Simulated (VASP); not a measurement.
# VB4Os (P-6m2) in VASP: further runs

The runs below take VB4Os through single point, with PBE.

Everything below comes from runs of VASP 6.6.1. Logs are shortened: lines on timing, memory, paths and dates and some standing lists are left out, and cuts for length are marked.

## (1) The cell of the first run

Symmetry: P-6m2, No. 187, hexagonal system. The conventional cell has a = 2.901 Å, b = 2.901 Å, c = 7.515 Å, α = 90.00°, β = 90.00°, γ = 120.00°. Within 3.0 Å of V (site symmetry -6m2) lie 8 B at 2.18 to 2.27 Å and 6 V at 2.90 Å. Within 2.4 Å of B (site symmetry 3m) lie 3 B at 1.80 Å and 1 V at 2.18 Å and 3 Os at 2.30 Å. B (site symmetry 3m) has 3 B at 1.80 Å and 1 Os at 2.23 Å and 3 V at 2.27 Å within 2.4 Å. Within 3.0 Å of Os (site symmetry -6m2) lie 8 B at 2.23 to 2.30 Å and 6 Os at 2.90 Å.

## (2) Single point, PBE, collinear spin, ferromagnetic start

Contents of INCAR:

```
PREC = Accurate
ENCUT = 500
EDIFF = 1E-6
ISMEAR = -1
SIGMA = 0.15
LREAL = False
LASPH = True
NELM = 200
ALGO = Normal
ISIF = 2
LWAVE = False
LCHARG = True
ISPIN = 2
MAGMOM = 2 0 0 0 0 0
LORBIT = 11
LMAXMIX = 4
GGA = PE
LELF = True
LVHAR = True
NBANDS = 34
GGA_COMPAT = False
```

Contents of KPOINTS:

```
Automatic mesh
0
Gamma
  9 9 3
```

Contents of POSCAR:

```
VB4Os
1.0
    2.9012689628      0.0000000000      0.0000000000
   -1.4506349855      2.5125727852      0.0000000000
    0.0000000000      0.0000000000      7.5153086614
V B Os
1 4 1
Direct
    0.0000000000      0.0000000000      0.0000000000
    0.0000000000      0.0000000000      0.7094840000
    0.3333333333      0.6666666667      0.7969230000
    0.3333333333      0.6666666667      0.2030770000
    0.0000000000      0.0000000000      0.2905160000
    0.3333333333      0.6666666667      0.5000000000
```

Potentials or basis: VASP PAW PBE potentials, release 64 (V_sv, B, Os_sv_GW).

On the command line:

```
$ cat potpaw_PBE.64/V_sv/POTCAR potpaw_PBE.64/B/POTCAR potpaw_PBE.64/Os_sv_GW/POTCAR > POTCAR
$ mpirun -np 1 vasp_std > vasp.out
```

OUTCAR:

```text
PREC = Accurate
   ENCUT = 500
   EDIFF = 1E-6
   ISMEAR = -1
   LREAL = False
   LASPH = True
   NELM = 200
   ISIF = 2
   ISPIN = 2
   LORBIT = 11
   GGA = PE

 ion  position               nearest neighbor table
   1  0.000  0.000  0.000-   2 2.18   5 2.18   3 2.27   4 2.27   3 2.27   4 2.27   4 2.27   3 2.27

   2  0.000  0.000  0.709-   3 1.80   3 1.80   3 1.80   1 2.18   6 2.30   6 2.30   6 2.30
   3  0.333  0.667  0.797-   2 1.80   2 1.80   2 1.80   6 2.23   1 2.27   1 2.27   1 2.27
   4  0.333  0.667  0.203-   5 1.80   5 1.80   5 1.80   6 2.23   1 2.27   1 2.27   1 2.27
   5  0.000  0.000  0.291-   4 1.80   4 1.80   4 1.80   1 2.18   6 2.30   6 2.30   6 2.30
   6  0.333  0.667  0.500-   3 2.23   4 2.23   2 2.30   5 2.30   2 2.30   5 2.30   2 2.30   5 2.30

  LATTYP: Found a hexagonal cell.
 ALAT       =     2.9012689628
 C/A-ratio  =     2.5903522761

  Lattice vectors:

 A1 = (   2.9012689628,   0.0000000000,   0.0000000000)
 A2 = (  -1.4506349855,   2.5125727852,   0.0000000000)
 A3 = (   0.0000000000,   0.0000000000,   7.5153086614)

Analysis of symmetry for initial positions (statically):
=====================================================================
 Subroutine PRICEL returns:
 Original cell was already a primitive cell.

 Routine SETGRP: Setting up the symmetry group for a
 hexagonal supercell.

 Subroutine GETGRP returns: Found 12 space group operations
 (whereof 12 operations were pure point group operations)
 out of a pool of 24 trial point group operations.

The static configuration has the point symmetry D_3h.

Analysis of symmetry for dynamics (positions and initial velocities):
=====================================================================
 Subroutine PRICEL returns:
 Original cell was already a primitive cell.

 Routine SETGRP: Setting up the symmetry group for a
 hexagonal supercell.

 Subroutine GETGRP returns: Found 12 space group operations
 (whereof 12 operations were pure point group operations)
 out of a pool of 24 trial point group operations.

The dynamic configuration has the point symmetry D_3h.

Analysis of structural, dynamic, and magnetic symmetry:
=====================================================================
 Subroutine PRICEL returns:
 Original cell was already a primitive cell.

 Routine SETGRP: Setting up the symmetry group for a
 hexagonal supercell.

 Subroutine GETGRP returns: Found 12 space group operations
 (whereof 12 operations were pure point group operations)
 out of a pool of 24 trial point group operations.

The overall configuration has the point symmetry D_3h.

 Subroutine INISYM returns: Found 12 space group operations
 (whereof 12 operations are pure point group operations),
 and found     1 'primitive' translations

----------------------------------------------------------------------------------------

                                     Primitive cell

  volume of cell :      54.7840

  direct lattice vectors                    reciprocal lattice vectors
     2.901268963  0.000000000  0.000000000     0.344676765  0.198999279  0.000000000
    -1.450634986  2.512572785  0.000000000     0.000000000  0.397998421  0.000000000
     0.000000000  0.000000000  7.515308661     0.000000000  0.000000000  0.133061734

  length of vectors
     2.901268963  2.901269354  7.515308661     0.397998474  0.397998421  0.133061734

  position of ions in fractional coordinates (direct lattice)
     0.000000000  0.000000000  0.000000000
     0.000000000  0.000000000  0.709484000
     0.333333333  0.666666667  0.796923000
     0.333333333  0.666666667  0.203077000
     0.000000000  0.000000000  0.290516000
     0.333333333  0.666666667  0.500000000

  ion indices of the primitive-cell ions
   primitive index   ion index
                 1           1
                 2           2
                 3           3
                 4           4
                 5           5
                 6           6

----------------------------------------------------------------------------------------

 KPOINTS: Automatic mesh

Automatic generation of k-mesh.
 Grid dimensions read from file:
 generate k-points for:    9    9    3

 Generating k-lattice:

  Cartesian coordinates                     Fractional coordinates (reciprocal lattice)
     0.038297418  0.022111031  0.000000000     0.111111111  0.000000000  0.000000000
     0.000000000  0.044222047  0.000000000     0.000000000  0.111111111  0.000000000
     0.000000000  0.000000000  0.044353911     0.000000000  0.000000000  0.333333333

  Length of vectors
     0.044222053  0.044222047  0.044353911

  Shift w.r.t. Gamma in fractional coordinates (k-lattice)
     0.000000000  0.000000000  0.000000000

 Subroutine IBZKPT returns following result:
 ===========================================

 Found     24 irreducible k-points:

 Following reciprocal coordinates:
            Coordinates               Weight
  0.000000  0.000000  0.000000      1.000000
  0.111111  0.000000  0.000000      6.000000
  0.222222  0.000000  0.000000      6.000000
  0.333333  0.000000  0.000000      6.000000
  0.444444  0.000000  0.000000      6.000000
  0.111111  0.111111  0.000000      6.000000
[... 16 lines left out ...]
  0.333333  0.222222  0.333333     24.000000
  0.333333  0.333333  0.333333      4.000000
   k-points           NKPTS =     24   k-points in BZ     NKDIM =     24   number of bands    NBANDS=     34
   number of dos      NEDOS =    301   number of ions     NIONS =      6
   total plane-waves  NPLWV =  32256
   dimension x,y,z NGX =    24 NGY =   24 NGZ =   56
   dimension x,y,z NGXF=    48 NGYF=   48 NGZF=  112
   ions per type =               1   4   1
   NGX,Y,Z   is equivalent  to a cutoff of  13.75, 13.75, 12.39 a.u.
   NGXF,Y,Z  is equivalent  to a cutoff of  27.50, 27.50, 24.78 a.u.
 SYSTEM =  unknown system
   PREC   = accura    normal or accurate (medium, high low for compatibility)
   ISTART =      0    job   : 0-new  1-cont  2-samecut
   ICHARG =      2    charge: 1-file 2-atom 10-const
   ISPIN  =      2    spin polarized calculation?
   LNONCOLLINEAR =      F non collinear calculations
   LSORBIT =      F    spin-orbit coupling
   LASPH  =      T    aspherical Exc in radial PAW
   ENCUT  =  500.0 eV  36.75 Ry    6.06 a.u.   5.29  5.29 13.70*2*pi/ulx,y,z
   NELM   =    200;   NELMIN=  2; NELMDL= -5     # of ELM steps
   EDIFF  = 0.1E-05   stopping-criterion for ELM
   LREAL  =      F    real-space projection
   EDIFFG = 0.1E-04   stopping-criterion for IOM
   NSW    =      0    number of steps for IOM
   IBRION =     -1    ionic relax: 0-MD 1-quasi-New 2-CG
   NFREE  =      0    steps in history (QN), initial steepest desc. (CG)
   ISIF   =      2    stress and relaxation
   ISYM   =      2    0-nonsym 1-usesym 2-fastsym
   POTIM  = 0.5000    time-step for ionic-motion
   TEBEG  =    0.0;   TEEND  =   0.0 temperature during run
   PSTRESS=    0.0 pullay stress
   NELECT =      41.0000    total number of electrons
   NUPDOWN=      -1.0000    fix difference up-down
   EMIN   =  10.00;   EMAX   =-10.00  energy-range for DOS
   EFERMI =   0.00;   METHOD = LEGACY
   ISMEAR =    -1;   SIGMA  =   0.15  broadening in eV -4-tet -1-fermi 0-gaus
   EFERMI_NEDOS =   21; number of points for ismear=-14 and -15
   IALGO  =     38    algorithm
   IMIX   =      4    mixing-type and parameters
     AMIX     =   0.40;   BMIX     =  1.00
     AMIX_MAG =   1.60;   BMIX_MAG =  1.00
  volume/ion in A,a.u.               =       9.13        61.62
  Fermi-wavevector in a.u.,A,eV,Ry     =   1.486340  2.808776 30.058098  2.209208
  Thomas-Fermi vector in A             =   2.599639
   LORBIT       =     11    0 simple, 1 ext, 2 COOP (PROOUT), +10 PAW based schemes
   GGA     = PE    functional components
   LHFCALC =     F    Hartree Fock is set to
   AEXX    =    0.0000 exact exchange contribution
   IVDW    =     0    specifies the selected vdW correction
   LEPSILON=     F    determine dielectric tensor
   LRPA    =     F    only Hartree local field effects (RPA)
 spin polarized calculation
  energy-cutoff  :      500.00
  volume of cell :       54.78
 maximum number of plane-waves:      1407
 NGX is ok and might be reduce to    24
   NGX = 11   NGY = 11   NGZ = 27

 number of electron      41.0000001 magnetization       0.0036608

 number of electron      41.0000001 magnetization      -0.0014351

 Free energy of the ion-electron system (eV)
  ---------------------------------------------------
  ext. energy  EPLUGINS =         0.00000000
  ---------------------------------------------------
  free energy    TOTEN  =       -50.03232279 eV

  energy without entropy =      -49.87198609  energy(sigma->0) =      -49.95215444

 E-fermi :   9.2422     XC(G=0): -12.9356

 val. band max:        9.2376023975   @ k =   0.3333   0.2222   0.0000
 cond. band min:       9.2618763026   @ k =   0.2222   0.1111   0.0000
 fundamental gap:      0.0242739051
 Fermi energy:         9.2421835743

 spin component 1

 k-point     1 :       0.0000    0.0000    0.0000
  band No.  band energies     occupation
      1     -77.7153      1.00000
      2     -54.5756      1.00000
      3     -37.2431      1.00000
      4     -36.8697      1.00000
      5     -36.8697      1.00000
      6     -28.4284      1.00000
[... 24 lines left out ...]
     31      17.9897      0.00000
     32      17.9897      0.00000

 k-point     2 :       0.1111    0.0000    0.0000
  band No.  band energies     occupation
      1     -77.7126      1.00000
      2     -54.5702      1.00000
      3     -37.2360      1.00000
      4     -36.9198      1.00000
      5     -36.8822      1.00000
      6     -28.4218      1.00000
[... 24 lines left out ...]
     31      18.0105      0.00000
     32      18.6470      0.00000
[... 733 lines left out ...]
     31      19.0013      0.00000
     32      19.9213      0.00000

 k-point    24 :       0.3333    0.3333    0.3333
  band No.  band energies     occupation
      1     -77.6867      1.00000
      2     -54.5233      1.00000
      3     -37.1745      1.00000
      4     -37.1653      1.00000
      5     -37.1531      1.00000
      6     -28.5051      1.00000
[... 24 lines left out ...]
     31      18.9880      0.00000
     32      20.9874      0.00000
 Fermi energy:         9.2421835743

 spin component 2

 k-point     1 :       0.0000    0.0000    0.0000
  band No.  band energies     occupation
      1     -77.7153      1.00000
      2     -54.5764      1.00000
      3     -37.2431      1.00000
      4     -36.8697      1.00000
      5     -36.8696      1.00000
      6     -28.4290      1.00000
[... 24 lines left out ...]
     31      17.9896      0.00000
     32      17.9896      0.00000

 k-point     2 :       0.1111    0.0000    0.0000
  band No.  band energies     occupation
      1     -77.7125      1.00000
      2     -54.5710      1.00000
      3     -37.2359      1.00000
      4     -36.9197      1.00000
      5     -36.8822      1.00000
      6     -28.4224      1.00000
[... 24 lines left out ...]
     31      18.0104      0.00000
     32      18.6469      0.00000
[... 733 lines left out ...]
     31      19.0011      0.00000
     32      19.9211      0.00000

 k-point    24 :       0.3333    0.3333    0.3333
  band No.  band energies     occupation
      1     -77.6867      1.00000
      2     -54.5240      1.00000
      3     -37.1744      1.00000
      4     -37.1653      1.00000
      5     -37.1530      1.00000
      6     -28.5059      1.00000
[... 24 lines left out ...]
     31      18.9878      0.00000
     32      20.9869      0.00000
 [bands above 32 left out]

------------------------ aborting loop because EDIFF is reached ----------------------------------------

  FORCE on cell =-STRESS in cart. coord.  units (eV):
  Direction    XX          YY          ZZ          XY          YZ          ZX
  --------------------------------------------------------------------------------------
  -------------------------------------------------------------------------------------
  Total       -2.6763039     -2.6763042     -3.0958191      0.0000005      0.0000000      0.0000000
  in kB      -78.2694973    -78.2695072    -90.5383744      0.0000157      0.0000000      0.0000000
  external PRESSURE =     -82.3591263 kB  Pullay stress =       0.0000000 kB

 VOLUME and BASIS-vectors are now :
 -----------------------------------------------------------------------------
  energy-cutoff  :      500.00
  volume of cell :       54.78
      direct lattice vectors                 reciprocal lattice vectors
     2.901268963  0.000000000  0.000000000     0.344676765  0.198999279  0.000000000
    -1.450634986  2.512572785  0.000000000     0.000000000  0.397998421  0.000000000
     0.000000000  0.000000000  7.515308661     0.000000000  0.000000000  0.133061734

 POSITION                                       TOTAL-FORCE (eV/Angst)
 -----------------------------------------------------------------------------------
      0.00000      0.00000      0.00000         0.000000     -0.000000      0.000000
      0.00000      0.00000      5.33199        -0.000000      0.000000     -0.085914
     -0.00000      1.67505      5.98912         0.000000     -0.000000     -0.141411
     -0.00000      1.67505      1.52619         0.000000     -0.000000      0.141411
      0.00000      0.00000      2.18332        -0.000000      0.000000      0.085914
     -0.00000      1.67505      3.75765        -0.000000     -0.000000      0.000000
 -----------------------------------------------------------------------------------
    total drift:                                0.000001     -0.000000     -0.000000

  FREE ENERGIE OF THE ION-ELECTRON SYSTEM (eV)
  ---------------------------------------------------
  free  energy   TOTEN  =       -50.0323227876 eV

  energy  without entropy=      -49.8719860859  energy(sigma->0) =      -49.95215444

 total charge

# of ion       s       p       d       f       tot
--------------------------------------------------
    1        2.267   6.287   3.117   0.000  11.671
    2        0.688   1.230   0.000   0.000   1.918
    3        0.698   1.238   0.000   0.000   1.936
    4        0.698   1.238   0.000   0.000   1.936
    5        0.688   1.230   0.000   0.000   1.918
    6        3.354   6.118   5.221   0.145  14.838
--------------------------------------------------
tot          8.393  17.340   8.339   0.145  34.217

 magnetization (x)

# of ion       s       p       d       f       tot
--------------------------------------------------
    1       -0.000  -0.000  -0.000   0.000  -0.000
    2        0.000   0.000   0.000   0.000   0.000
    3        0.000   0.000   0.000   0.000   0.000
    4        0.000   0.000   0.000   0.000   0.000
    5        0.000   0.000   0.000   0.000   0.000
    6        0.000   0.000   0.000  -0.000   0.000
--------------------------------------------------
tot          0.000  -0.000  -0.000  -0.000  -0.000
```

Wall time 46 s (1 thread of Intel Xeon 6975P-C (Granite Rapids), shared host); peak memory 0.24 GiB.

Results:

* Free energy: -50.0323 eV
* Pressure: -8.2 GPa
* Largest force: 0.141 eV/Å
* Net moment: 0.00 μB per cell
* Valence electrons inside the program's atomic spheres: V 11.67; B 1.92, 1.94 (each value once); Os 14.84

Forces in eV/Å, atoms in the order of the input:
```
V    0.000  0.000  0.000
B    0.000  0.000 -0.086
B    0.000  0.000 -0.141
B    0.000  0.000  0.141
B    0.000  0.000  0.086
Os   0.000  0.000  0.000
```

Stress tensor (GPa, compression positive):
```
-7.83  0.00  0.00
 0.00 -7.83  0.00
 0.00  0.00 -9.05
```

Levels at points of the mesh, in eV from the Fermi level:
Spin up:
| k point | band 17 | band 18 | band 19 | band 20 | band 21 | band 22 | band 23 | band 24 | band 25 | band 26 |
| --- | --- | --- | --- | --- | --- | --- | --- | --- | --- | --- |
| (0.00, 0.00, 0.00) | -2.21 | -2.11 | -0.21 | -0.21 | 0.72 | 0.72 | 2.34 | 2.34 | 4.26 | 4.26 |
Spin down:
| k point | band 18 | band 19 | band 20 | band 21 | band 22 | band 23 | band 24 | band 25 |
| --- | --- | --- | --- | --- | --- | --- | --- | --- |
| (0.00, 0.00, 0.00) | -2.11 | -0.21 | -0.21 | 0.72 | 0.72 | 2.34 | 2.34 | 4.26 |

Caveat: the cell stands under tension; spin-orbit coupling is left out, which moves the levels of the heavy elements.

## (3) Single point, PBE, collinear spin, ferromagnetic start

This run uses another cell than the first one, of 8.02 Å³/atom.

Contents of INCAR:

```
SYSTEM = VB4Os
ALGO     = Normal         ! electronic algorithm
EDIFF    = 1E-6           ! SCF threshold, eV
ENCUT    = 500            ! plane-wave cutoff, eV
GGA      = PE             ! functional
GGA_COMPAT= .False.      
ISIF     = 2              ! what is computed and relaxed
ISMEAR   = -1             ! smearing method
ISPIN    = 2              ! spin polarisation
LASPH    = .True.         ! aspherical terms in the spheres
LCHARG   = .True.         ! write CHGCAR
LELF     = .True.         ! ELF
LMAXMIX  = 4              ! l up to which the mixer works
LORBIT   = 11             ! projections on sites
LREAL    = .False.        ! projectors in reciprocal space
LVHAR    = .True.       
LWAVE    = .False.        ! write WAVECAR
MAGMOM   = 2 0 0 0 0 0    ! initial moments
NBANDS   = 34             ! bands
NELM     = 200            ! most SCF steps
PREC     = Accurate       ! precision mode
SIGMA    = 0.15           ! smearing width, eV
```

Contents of KPOINTS:

```
k-points
0
Gamma
  9 9 3
  0 0 0
```

POSCAR, as its differences from that of step 2:

```diff
@@ -2,5 +2,5 @@
 1.0
-    2.9012689628      0.0000000000      0.0000000000
-   -1.4506349855      2.5125727852      0.0000000000
-    0.0000000000      0.0000000000      7.5153086614
+    2.7781831528      0.0000000000      0.0000000000
+   -1.3890920592      2.4059773402      0.0000000000
+    0.0000000000      0.0000000000      7.1964730535
 V B Os
```

Potentials or basis: VASP PAW PBE potentials, release 64 (V_sv, B, Os_sv_GW).

On the command line:

```
$ cat potpaw_PBE.64/V_sv/POTCAR potpaw_PBE.64/B/POTCAR potpaw_PBE.64/Os_sv_GW/POTCAR > POTCAR
$ mpirun -np 1 vasp_std > vasp.out
```

It took 46 s on 1 thread of Intel Xeon 6975P-C (Granite Rapids), shared host; peak memory 0.21 GiB.

It converged, with:

| Item | Value |
| --- | --- |
| Free energy | -49.4851 eV |
| Pressure | 37.0 GPa |
| Largest force | 0.506 eV/Å |
| Net moment | 0.00 μB per cell |
| Valence electrons inside the program's atomic spheres | V 11.96; B 2.10, 2.11 (each value once); Os 15.22 |

Forces on the atoms (eV/Å):
```
V    0.000  0.000  0.000
B    0.000  0.000 -0.050
B    0.000  0.000  0.506
B    0.000  0.000 -0.506
B    0.000  0.000  0.050
Os   0.000  0.000  0.000
```

Stress tensor (GPa, compression positive):
```
32.57  0.00  0.00
 0.00 32.57  0.00
 0.00  0.00 45.86
```

Levels at points of the mesh, in eV from the Fermi level:
Spin up:
```csv
k point,band 19,band 20,band 21,band 22,band 23,band 24
"(0.00, 0.00, 0.00)",-0.25,-0.25,0.86,0.86,2.61,2.61
```
Spin down:
| k point | band 17 | band 18 | band 19 | band 20 | band 21 | band 22 | band 23 | band 24 | band 25 | band 26 |
| --- | --- | --- | --- | --- | --- | --- | --- | --- | --- | --- |
| (0.00, 0.00, 0.00) | -2.53 | -2.43 | -0.25 | -0.25 | 0.86 | 0.86 | 2.61 | 2.61 | 4.88 | 4.88 |

Caveat: the cell stands under pressure; spin-orbit coupling is left out, which moves the levels of the heavy elements.
